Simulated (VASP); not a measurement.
# HfB2 (P6/mmm) in VASP: notebook, part 2 of 2

VASP 6.6.1.

## 4. Electric field gradients, PBEsol (zz strain of +2 %)

INCAR reads:

```
ALGO = Normal ; EDIFF = 1E-8
ENCUT = 520 ; GGA = PS
ISIF = 2 ; ISMEAR = -1
LASPH = T ; LCHARG = F
LEFG = T ; LREAL = F
LWAVE = F ; NBANDS = 15
NELM = 60 ; PREC = Accurate
SIGMA = 0.03
```

KPOINTS reads:

```
k-points
0
Gamma
  15 15 12
```

POSCAR reads:

```
HfB2
1.0
    3.1400001005      0.0000000000      0.0000000000
   -1.5700000503      2.7193198549      0.0000000000
    0.0000000000      0.0000000000      3.5496000000
Hf B
1 2
Direct
    0.0000000000      0.0000000000      0.0000000000
    0.3333333333      0.6666666667      0.5000000000
    0.6666666667      0.3333333333      0.5000000000
```

Potentials or basis: VASP PAW PBE potentials, release 64 (Hf_pv, B).

Launch:

```console
$ cat potpaw_PBE.64/Hf_pv/POTCAR potpaw_PBE.64/B/POTCAR > POTCAR
$ mpirun -np 1 vasp_std > vasp.out
```

OUTCAR:

```text
EDIFF = 1E-8
   ENCUT = 520
   GGA = PS
   ISIF = 2
   ISMEAR = -1
   LASPH = T
   LREAL = F
   NELM = 60
   PREC = Accurate

 ion  position               nearest neighbor table
   1  0.000  0.000  0.000-   2 2.54   3 2.54   2 2.54   3 2.54   3 2.54   3 2.54   2 2.54   2 2.54
                             3 2.54   3 2.54   2 2.54   2 2.54
   2  0.333  0.667  0.500-   3 1.81   3 1.81   3 1.81   1 2.54   1 2.54   1 2.54   1 2.54   1 2.54
                             1 2.54
   3  0.667  0.333  0.500-   2 1.81   2 1.81   2 1.81   1 2.54   1 2.54   1 2.54   1 2.54   1 2.54
                             1 2.54

  LATTYP: Found a hexagonal cell.
[... 660 lines left out ...]
---------------------------------------------------------------------
 ion       V_xx      V_yy      V_zz      V_xy      V_xz      V_yz
---------------------------------------------------------------------
   1     -42.397   -42.397    84.794    -0.000     0.000     0.000
   2      -1.449    -1.449     2.899    -0.000     0.000    -0.000
   3      -1.449    -1.449     2.899    -0.000    -0.000     0.000
---------------------------------------------------------------------

 Electric field gradients after diagonalization (V/A^2)
 (convention: |V_zz| > |V_xx| > |V_yy|)
----------------------------------------------------------------------
 ion       V_xx      V_yy      V_zz     asymmetry (V_yy - V_xx)/ V_zz
----------------------------------------------------------------------
   1     -42.397   -42.397    84.794       0.000
   2      -1.449    -1.449     2.899       0.000
   3      -1.449    -1.449     2.899       0.000
----------------------------------------------------------------------

           NMR quadrupolar parameters

 Cq : quadrupolar parameter    Cq=e*Q*V_zz/h
 eta: asymmetry parameters     (V_yy - V_xx)/ V_zz
 Q  : nuclear electric quadrupole moment in mb (millibarn)
----------------------------------------------------------------------
 ion       Cq(MHz)       eta       Q (mb)
----------------------------------------------------------------------
   1       0.205       0.000       1.000
   2       0.007       0.000       1.000
   3       0.007       0.000       1.000
----------------------------------------------------------------------
```

Run time: 51 s. Hardware: 1 thread of Intel Xeon 6975P-C, shared host; peak memory 0.21 GiB.

Results:

| Item | Value |
| --- | --- |
| Free energy | -27.8235 eV |
| Pressure | -8.8 GPa |
| Band gap on the k mesh | zero (band 8 reaches 8.20 eV, above the bottom of band 9 at 7.13 eV) |

Stress tensor (GPa, compression positive):
```
 -6.32   0.00   0.00
  0.00  -6.32   0.00
  0.00   0.00 -13.68
```

Electric field gradients, principal values (V/Å²):
| atom | least | middle | greatest (by size) |
| --- | --- | --- | --- |
| 1 Hf | -42.397 | -42.397 | 84.794 |
| 2 B | -1.449 | -1.449 | 2.899 |
| 3 B | -1.449 | -1.449 | 2.899 |

Caveat: the cell differs from its parent crystal (zz strain of +2 %); without QUAD_EFG the Cq values of the log hold for a quadrupole moment of 1 mb, not for the nuclei; the PAW data sets were made with another functional, which shifts forces and pressure a little; spin-orbit coupling is left out, which moves the levels of the heavy elements.

## 5. Electric field gradients, PBEsol

This run uses another cell than the first one, of 9.90 Å³/atom, 1.020 times its volume.

INCAR reads:

```
SYSTEM = HfB2
ALGO = Normal ; EDIFF = 1E-8
ENCUT = 520 ; GGA = PS
ISIF = 2 ; ISMEAR = -1
LASPH = .TRUE. ; LCHARG = .FALSE.
LEFG = .TRUE. ; LREAL = .FALSE.
LWAVE = .FALSE. ; NBANDS = 15
NELM = 100 ; PREC = Accurate
SIGMA = 0.03
```

KPOINTS reads:

```
k-points
0
G
  15 15 12
  0 0 0
```

Edit POSCAR of step 4 so:

```diff
@@ -4,3 +4,3 @@
    -1.5700000503      2.7193198549      0.0000000000
-    0.0000000000      0.0000000000      3.5496000000
+    0.0000000000      0.0000000000      3.4800000000
 Hf B
```

Potentials or basis: VASP PAW PBE potentials, release 64 (Hf_pv, B).

Launch:

```console
$ cat potpaw_PBE.64/Hf_pv/POTCAR potpaw_PBE.64/B/POTCAR > POTCAR
$ mpirun -np 1 vasp_std > vasp.out
```

OUTCAR:

```text
SYSTEM = HfB2
   EDIFF = 1E-8
   ENCUT = 520
   GGA = PS
   ISIF = 2
   ISMEAR = -1
   LASPH = .TRUE.
   LREAL = .FALSE.
   NELM = 100
   PREC = Accurate

 ion  position               nearest neighbor table
   1  0.000  0.000  0.000-   2 2.51   3 2.51   2 2.51   3 2.51   3 2.51   3 2.51   2 2.51   2 2.51
                             3 2.51   3 2.51   2 2.51   2 2.51
   2  0.333  0.667  0.500-   3 1.81   3 1.81   3 1.81   1 2.51   1 2.51   1 2.51   1 2.51   1 2.51
                             1 2.51
   3  0.667  0.333  0.500-   2 1.81   2 1.81   2 1.81   1 2.51   1 2.51   1 2.51   1 2.51   1 2.51
[... 661 lines left out ...]

 Electric field gradients (V/A^2)
---------------------------------------------------------------------
 ion       V_xx      V_yy      V_zz      V_xy      V_xz      V_yz
---------------------------------------------------------------------
   1     -40.351   -40.351    80.703    -0.000     0.000     0.000
   2      -0.871    -0.871     1.741    -0.000     0.000     0.000
   3      -0.871    -0.871     1.741    -0.000     0.000     0.000
---------------------------------------------------------------------

 Electric field gradients after diagonalization (V/A^2)
 (convention: |V_zz| > |V_xx| > |V_yy|)
----------------------------------------------------------------------
 ion       V_xx      V_yy      V_zz     asymmetry (V_yy - V_xx)/ V_zz
----------------------------------------------------------------------
   1     -40.351   -40.351    80.703       0.000
   2      -0.871    -0.871     1.741       0.000
   3      -0.871    -0.871     1.741       0.000
----------------------------------------------------------------------

           NMR quadrupolar parameters

 Cq : quadrupolar parameter    Cq=e*Q*V_zz/h
 eta: asymmetry parameters     (V_yy - V_xx)/ V_zz
 Q  : nuclear electric quadrupole moment in mb (millibarn)
----------------------------------------------------------------------
 ion       Cq(MHz)       eta       Q (mb)
----------------------------------------------------------------------
   1       0.195       0.000       1.000
   2       0.004       0.000       1.000
   3       0.004       0.000       1.000
----------------------------------------------------------------------
```

OSZICAR:

```text
N       E                     dE             d eps       ncg     rms          rms(c)
DAV:   1     0.269986897879E+02    0.26999E+02   -0.79658E+03  5670   0.101E+03
DAV:   2    -0.285702591933E+02   -0.55569E+02   -0.52039E+02  7465   0.219E+02
DAV:   3    -0.300622314718E+02   -0.14920E+01   -0.14851E+01  7441   0.264E+01
DAV:   4    -0.300684607881E+02   -0.62293E-02   -0.62284E-02  6587   0.208E+00
DAV:   5    -0.300684968494E+02   -0.36061E-04   -0.36060E-04  7532   0.140E-01    0.534E+01
DAV:   6    -0.279763986505E+02    0.20921E+01   -0.25116E+00  6811   0.115E+01    0.388E+01
DAV:   7    -0.279275960057E+02    0.48803E-01   -0.89803E-01  7252   0.694E+00    0.109E+01
DAV:   8    -0.278630749861E+02    0.64521E-01   -0.24030E-01  6692   0.371E+00    0.153E+00
DAV:   9    -0.278588373448E+02    0.42376E-02   -0.20633E-02  6587   0.115E+00    0.430E-01
DAV:  10    -0.278585412377E+02    0.29611E-03   -0.92685E-04  7119   0.259E-01    0.238E-01
DAV:  11    -0.278585493621E+02   -0.81244E-05   -0.68375E-05  6790   0.614E-02    0.960E-02
DAV:  12    -0.278585470602E+02    0.23019E-05   -0.35095E-06  6923   0.137E-02    0.641E-03
DAV:  13    -0.278585470935E+02   -0.33256E-07   -0.24756E-07  7203   0.389E-03    0.129E-03
DAV:  14    -0.278585471067E+02   -0.13199E-07   -0.26174E-08  6678   0.130E-03    0.664E-04
DAV:  15    -0.278585471173E+02   -0.10649E-07   -0.18867E-09  3374   0.356E-04    0.810E-04
DAV:  16    -0.278585471153E+02    0.19795E-08   -0.13268E-10  3122   0.102E-04
   1 F= -.27858547E+02 E0= -.27858193E+02  d E =-.707560E-03
```

stdout:

```text
POSCAR found type information on POSCAR HfB
 POSCAR found :  2 types and       3 ions
 scaLAPACK will be used
 -----------------------------------------------------------------------------
|                                                                             |
|                                                                             |
|     You enforced a specific xc type in the INCAR file but a different       |
|     I HOPE YOU KNOW WHAT YOU ARE DOING!                                     |
|                                                                             |
 -----------------------------------------------------------------------------

 LDA part: xc-table for (Slater+PW92), standard interpolation
 POSCAR, INCAR and KPOINTS ok, starting setup
 FFT: planning ... GRIDC
 FFT: planning ... GRID_SOFT
 FFT: planning ... GRID
 WAVECAR not read
 entering main loop
ion   1

ion   2

ion   3
```

Wall time 42 s (1 thread of Intel Xeon Platinum 8488C (Sapphire Rapids), shared host); peak memory 0.2 GiB.

Results:

```yaml
Free_energy: -27.8585 eV
Pressure: -4.5 GPa
Band_gap_on_the_k_mesh: zero (band 8 reaches 8.32 eV, above the bottom of band 9 at 7.30 eV)
```

Electric field gradients, principal values (V/Å²):
| atom | least | middle | greatest (by size) |
| --- | --- | --- | --- |
| 1 Hf | -40.351 | -40.351 | 80.703 |
| 2 B | -0.871 | -0.871 | 1.741 |
| 3 B | -0.871 | -0.871 | 1.741 |

Caveat: without QUAD_EFG the Cq values of the log hold for a quadrupole moment of 1 mb, not for the nuclei; the PAW data sets were made with another functional, which shifts forces and pressure a little; spin-orbit coupling is left out, which moves the levels of the heavy elements.

## 6. Density of states, PBEsol

This run uses another cell than the first one, of 9.90 Å³/atom, 1.020 times its volume.

POSCAR is that of step 5.

INCAR.step1 reads:

```
PREC     = Accurate       # precision mode
ENCUT    = 520            # plane-wave cutoff, eV
EDIFF    = 1E-7           # SCF threshold, eV
ISMEAR   = -1             # smearing method
SIGMA    = 0.03           # smearing width, eV
LREAL    = False          # projectors in reciprocal space
LASPH    = True           # aspherical terms in the spheres
NELM     = 80             # most SCF steps
ALGO     = Normal         # electronic algorithm
ISIF     = 2              # what is computed and relaxed
LWAVE    = False          # write WAVECAR
LCHARG   = True           # write CHGCAR
LMAXMIX  = 4              # l up to which the mixer works
GGA      = PS             # functional
NBANDS   = 15             # bands
```

KPOINTS.step1 reads:

```
regular mesh
0
Gamma
  15 15 12
```

INCAR.step2 reads:

```
PREC     = Accurate       # precision mode
ENCUT    = 520            # plane-wave cutoff, eV
EDIFF    = 1E-7           # SCF threshold, eV
ISMEAR   = -5             # smearing method
SIGMA    = 0.03           # smearing width, eV
LREAL    = False          # projectors in reciprocal space
LASPH    = True           # aspherical terms in the spheres
NELM     = 80             # most SCF steps
ALGO     = Normal         # electronic algorithm
ISIF     = 2              # what is computed and relaxed
LWAVE    = False          # write WAVECAR
LCHARG   = False          # write CHGCAR
LMAXMIX  = 4              # l up to which the mixer works
GGA      = PS             # functional
LORBIT   = 11             # projections on sites
NBANDS   = 15             # bands
NEDOS    = 2001           # points of the DOS
ICHARG   = 11             # starting density
```

KPOINTS.step2 reads:

```
regular mesh
0
Gamma
  23 23 18
```

Potentials or basis: VASP PAW PBE potentials, release 64 (Hf_pv, B).

Launch:

```console
$ cat potpaw_PBE.64/Hf_pv/POTCAR potpaw_PBE.64/B/POTCAR > POTCAR
$ cp INCAR.step1 INCAR
$ cp KPOINTS.step1 KPOINTS
$ mpirun -np 1 vasp_std > vasp.out
$ cp INCAR.step2 INCAR
$ cp KPOINTS.step2 KPOINTS
$ mpirun -np 1 vasp_std > vasp.out
```

Run time: 96 s. Hardware: 1 thread of Intel Xeon Platinum 8488C (Sapphire Rapids), shared host; peak memory 0.36 GiB.

Results (log left out):

| Item | Value |
| --- | --- |
| Valence electrons inside the program's atomic spheres | Hf 8.74; B 1.93 |

Levels at points of the mesh, in eV from the Fermi level:
| k point | band 4 | band 5 | band 6 | band 7 | band 8 | band 9 | band 10 | band 11 | band 12 | band 13 |
| --- | --- | --- | --- | --- | --- | --- | --- | --- | --- | --- |
| (0.00, 0.00, 0.00) | -13.82 | -3.14 | -2.98 | -2.98 | -2.84 | 3.90 | 3.90 | 4.57 | 4.57 | 4.90 |
| (0.00, 0.00, 0.50) | -11.38 | -8.47 | -1.26 | -1.26 | 0.20 | 0.20 | 0.88 | 0.88 | 2.11 | 5.02 |

Caveat: the PAW data sets were made with another functional, which shifts forces and pressure a little; spin-orbit coupling is left out, which moves the levels of the heavy elements; tetrahedron occupations give inexact forces and stress in metals.

## 7. Electric field gradients, PBEsol (equal xx and yy strain of +2 %)

INCAR reads:

```
ALGO = Normal
EDIFF = 1E-8
ENCUT = 520
GGA = PS
ISIF = 2
ISMEAR = -1
LASPH = True
LCHARG = False
LEFG = True
LREAL = False
LWAVE = False
NBANDS = 15
NELM = 60
PREC = Accurate
SIGMA = 0.03
```

KPOINTS reads:

```
k-points
0
Gamma
  15 15 12
```

POSCAR reads:

```
HfB2
1.0
    3.2028001025      0.0000000000      0.0000000000
   -1.6014000513      2.7737062520      0.0000000000
    0.0000000000      0.0000000000      3.4800000000
Hf B
1 2
Direct
    0.0000000000      0.0000000000      0.0000000000
    0.3333333333      0.6666666667      0.5000000000
    0.6666666667      0.3333333333      0.5000000000
```

Potentials or basis: VASP PAW PBE potentials, release 64 (Hf_pv, B).

Launch:

```console
$ cat potpaw_PBE.64/Hf_pv/POTCAR potpaw_PBE.64/B/POTCAR > POTCAR
$ mpirun -np 1 vasp_std > vasp.out
```

OUTCAR:

```text
EDIFF = 1E-8
   ENCUT = 520
   GGA = PS
   ISIF = 2
   ISMEAR = -1
   LASPH = True
   LREAL = False
   NELM = 60
   PREC = Accurate

 ion  position               nearest neighbor table
   1  0.000  0.000  0.000-   2 2.54   3 2.54   2 2.54   3 2.54   3 2.54   3 2.54   2 2.54   2 2.54
                             3 2.54   3 2.54   2 2.54   2 2.54
   2  0.333  0.667  0.500-   3 1.85   3 1.85   3 1.85   1 2.54   1 2.54   1 2.54   1 2.54   1 2.54
                             1 2.54
   3  0.667  0.333  0.500-   2 1.85   2 1.85   2 1.85   1 2.54   1 2.54   1 2.54   1 2.54   1 2.54
                             1 2.54

  LATTYP: Found a hexagonal cell.
 ALAT       =     3.2028001025
 C/A-ratio  =     1.0865492346

  Lattice vectors:

 A1 = (   3.2028001025,   0.0000000000,   0.0000000000)
 A2 = (  -1.6014000513,   2.7737062520,   0.0000000000)
 A3 = (   0.0000000000,   0.0000000000,   3.4800000000)

Analysis of symmetry for initial positions (statically):
=====================================================================
 Subroutine PRICEL returns:
[... 632 lines left out ...]

 POSITION                                       TOTAL-FORCE (eV/Angst)
 -----------------------------------------------------------------------------------
      0.00000      0.00000      0.00000        -0.000000      0.000000      0.000000
     -0.00000      1.84914      1.74000         0.000000      0.000000      0.000000
      1.60140      0.92457      1.74000         0.000000     -0.000000      0.000000
 -----------------------------------------------------------------------------------
    total drift:                               -0.000000      0.000000      0.000000

  FREE ENERGIE OF THE ION-ELECTRON SYSTEM (eV)
  ---------------------------------------------------
  free  energy   TOTEN  =       -27.7818656811 eV

  energy  without entropy=      -27.7810583768  energy(sigma->0) =      -27.78146203

 Electric field gradients (V/A^2)
---------------------------------------------------------------------
 ion       V_xx      V_yy      V_zz      V_xy      V_xz      V_yz
---------------------------------------------------------------------
   1     -36.275   -36.275    72.550     0.000     0.000    -0.000
   2      -0.326    -0.326     0.651    -0.000     0.000    -0.000
   3      -0.326    -0.326     0.651    -0.000     0.000    -0.000
---------------------------------------------------------------------

 Electric field gradients after diagonalization (V/A^2)
 (convention: |V_zz| > |V_xx| > |V_yy|)
----------------------------------------------------------------------
 ion       V_xx      V_yy      V_zz     asymmetry (V_yy - V_xx)/ V_zz
----------------------------------------------------------------------
   1     -36.276   -36.274    72.550       0.000
   2      -0.326    -0.326     0.651       0.000
   3      -0.326    -0.326     0.651       0.000
----------------------------------------------------------------------

           NMR quadrupolar parameters

 Cq : quadrupolar parameter    Cq=e*Q*V_zz/h
 eta: asymmetry parameters     (V_yy - V_xx)/ V_zz
 Q  : nuclear electric quadrupole moment in mb (millibarn)
----------------------------------------------------------------------
 ion       Cq(MHz)       eta       Q (mb)
----------------------------------------------------------------------
   1       0.175       0.000       1.000
   2       0.002       0.000       1.000
   3       0.002       0.000       1.000
----------------------------------------------------------------------
```

stdout:

```text
POSCAR found type information on POSCAR HfB
 POSCAR found :  2 types and       3 ions
 scaLAPACK will be used
 -----------------------------------------------------------------------------
|                                                                             |
|                                                                             |
|     You enforced a specific xc type in the INCAR file but a different       |
|     I HOPE YOU KNOW WHAT YOU ARE DOING!                                     |
|                                                                             |
 -----------------------------------------------------------------------------

 LDA part: xc-table for (Slater+PW92), standard interpolation
 POSCAR, INCAR and KPOINTS ok, starting setup
 FFT: planning ... GRIDC
 FFT: planning ... GRID_SOFT
 FFT: planning ... GRID
 WAVECAR not read
 entering main loop
ion   1

ion   2

ion   3
```

Wall time 57 s (1 thread of Intel Xeon Platinum 8259CL at 2.50GHz (Skylake/Cascade Lake), shared host); peak memory 0.21 GiB.

Results:

| Item | Value |
| --- | --- |
| Free energy | -27.7819 eV |
| Pressure | -13.9 GPa |
| Band gap on the k mesh | zero (band 8 reaches 7.81 eV, above the bottom of band 9 at 7.01 eV) |

Electric field gradients, principal values (V/Å²):
```tsv
atom	least	middle	greatest (by size)
1 Hf	-36.274	-36.276	72.550
2 B	-0.326	-0.326	0.651
3 B	-0.326	-0.326	0.651
```

Caveat: the cell differs from its parent crystal (equal xx and yy strain of +2 %); without QUAD_EFG the Cq values of the log hold for a quadrupole moment of 1 mb, not for the nuclei; the PAW data sets were made with another functional, which shifts forces and pressure a little; spin-orbit coupling is left out, which moves the levels of the heavy elements.

## 8. Summary

| task | cell | k mesh for the DOS | occupations for the DOS | gap on the mesh (eV) | pressure (GPa) |
| --- | --- | --- | --- | --- | --- |
| electric field gradients | a = 3.140, b = 3.140, c = 3.410 Å, angles 90.0, 90.0, 120.0°, 3 atoms | - | - | none | 0.4 |
| electric field gradients | a = 3.140, b = 3.140, c = 3.515 Å, angles 90.0, 90.0, 120.0°, 3 atoms | - | - | none | -6.7 |
| electric field gradients | a = 3.140, b = 3.140, c = 3.550 Å, angles 90.0, 90.0, 120.0°, 3 atoms | - | - | none | -8.8 |
| electric field gradients | a = 3.140, b = 3.140, c = 3.480 Å, angles 90.0, 90.0, 120.0°, 3 atoms | - | - | none | -4.5 |
| density of states | a = 3.140, b = 3.140, c = 3.480 Å, angles 90.0, 90.0, 120.0°, 3 atoms | 23 × 23 × 18 | tetrahedron | - | - |
| electric field gradients | a = 3.203, b = 3.203, c = 3.480 Å, angles 90.0, 90.0, 120.0°, 3 atoms | - | - | none | -13.9 |

Alike in all rows: level PBEsol; potentials or basis VASP PAW PBE potentials, release 64 (Hf_pv, B); no spin polarisation; k mesh 15 × 15 × 12; cutoff (eV) 520; smearing fermi-dirac 0.03 eV.

Caveats: the PAW data sets were made with another functional, which shifts forces and pressure a little; spin-orbit coupling is left out, which moves the levels of the heavy elements; tetrahedron occupations give inexact forces and stress in metals (some runs).

Absolute energies hang on the potentials; compare differences alone.
